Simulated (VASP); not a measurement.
Wanted: the native input for a VASP 6.6.1 run.

```yaml
Task: relaxation of cell and atoms
Functional: PBE
Potentials_or_basis: VASP PAW PBE potentials, release 64 (Os)
Cutoff: 600 eV
k_mesh: 8 × 8 × 8
Occupations: gaussian, width 0.1 eV
Spin: no spin polarisation
Dipole_correction: no
Further_INCAR_settings: ALGO = Normal; EDIFF = 1e-06; IBRION = 2; EDIFFG = -0.04; NSW = 90; ISIF = 3
```

The structure of Os lies in POSCAR:

```
Os
1.0
    2.4547717937      0.0000000000      0.0000000000
    0.0000000000      2.4547717937      0.0000000000
    0.0000000000      0.0000000000      2.4547717937
Os
1
Direct
    0.0000000000      0.0000000000      0.0000000000
```

One way to write it, as run:

INCAR

```
PREC     = Accurate       # precision mode
ENCUT    = 600            # plane-wave cutoff, eV
EDIFF    = 1E-6           # SCF threshold, eV
ISMEAR   = 0              # smearing method
SIGMA    = 0.1            # smearing width, eV
LREAL    = F              # projectors in reciprocal space
LASPH    = T              # aspherical terms in the spheres
NELM     = 60             # most SCF steps
ALGO     = Normal         # electronic algorithm
ISIF     = 3              # what is computed and relaxed
LWAVE    = F              # write WAVECAR
LCHARG   = F              # write CHGCAR
GGA      = PE             # functional
IBRION   = 2              # ionic algorithm
NSW      = 90             # ionic steps
EDIFFG   = -0.04          # ionic threshold
```

KPOINTS

```
regular mesh
0
Gamma
  8 8 8
```

Potentials or basis: VASP PAW PBE potentials, release 64 (Os).

Run with:

```console
$ cat potpaw_PBE.64/Os/POTCAR > POTCAR
$ mpirun -np 1 vasp_std > vasp.out
```

It gave:

The relaxed volume is 16.69 Å³/atom. The relaxed cell is a = 2.556 Å, b = 2.556 Å, c = 2.556 Å, α = 90.00°, β = 90.00°, γ = 90.00° and the space group after relaxing (to 0.05 Å) is Pm-3m (No. 221). The energy gained by relaxing is 237.1 meV/atom, the ionic steps are 5 and the pressure after relaxing is 0.0 GPa. The band gap on the k mesh is zero (band 4 reaches 12.10 eV, above the bottom of band 5 at 6.08 eV).

Caveat: spin-orbit coupling is left out, which moves the levels of the heavy elements.

Wall time 17 s on 1 thread of AMD EPYC 7R43 64-Core Processor (Zen 3) (shared host), peak memory 0.1 GiB.
